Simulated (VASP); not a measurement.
Write the native input for VASP 6.6.1 that does the following.

```
Task                   : single point
Functional             : PBEsol
Dispersion             : D3(BJ)
Potentials or basis    : VASP PAW PBE potentials, release 64 (C)
Cutoff                 : 520 eV
k mesh                 : 15 × 15 × 15
Occupations            : gaussian, width 0.05 eV
Spin                   : no spin polarisation
Dipole correction      : no
Further INCAR settings : ALGO = Normal; EDIFF = 1e-07; NBANDS = 11
```

The structure of C lies in POSCAR:

```
C
1.0
    1.2290461105      0.7095901028      3.2829684898
   -1.2290461105      0.7095901028      3.2829684898
    0.0000000000     -1.4191802055      3.2829684898
C
2
Direct
    0.1571885209      0.1571885209      0.1853738069
    0.8428114791      0.8428114791      0.8146261931
```

This cell differs from its parent crystal: mode 4 frozen in at +0.000 Å and mode 6 at -0.040 Å (largest displacements).

These files were run (other wordings do the same):

INCAR

```
SYSTEM = C
  PREC = Accurate
  ENCUT = 520
  EDIFF = 1E-7
  ISMEAR = 0
  SIGMA = 0.05
  LREAL = .FALSE.
  LASPH = .TRUE.
  NELM = 80
  ALGO = Normal
  ISIF = 2
  LWAVE = .FALSE.
  LCHARG = .TRUE.
  GGA = PS
  IVDW = 12
  LELF = .TRUE.
  LVHAR = .TRUE.
  NBANDS = 11
```

KPOINTS

```
Automatic mesh
0
G
  15 15 15
  0 0 0
```

Potentials or basis: VASP PAW PBE potentials, release 64 (C).

The run is started by

```console
$ cat potpaw_PBE.64/C/POTCAR > POTCAR
$ mpirun -np 1 vasp_std > vasp.out
```

It gave:

```json
{
 "Pressure": "4.1 GPa",
 "Largest force": "4.857 eV/Å",
 "Band gap on the k mesh": "0.33 eV, indirect (least direct gap 0.39 eV)",
 "Dispersion energy per atom": "-0.113 eV"
}
```

Caveat: the cell differs from its parent crystal (mode 4 frozen in at +0.000 Å and mode 6 at -0.040 Å (largest displacements)); the PAW data sets were made with another functional, which shifts forces and pressure a little.

It took 100 s on 1 thread of Intel(R) Xeon(R) 6975P-C (Granite Rapids), with other jobs on the host, peak memory 0.27 GiB.
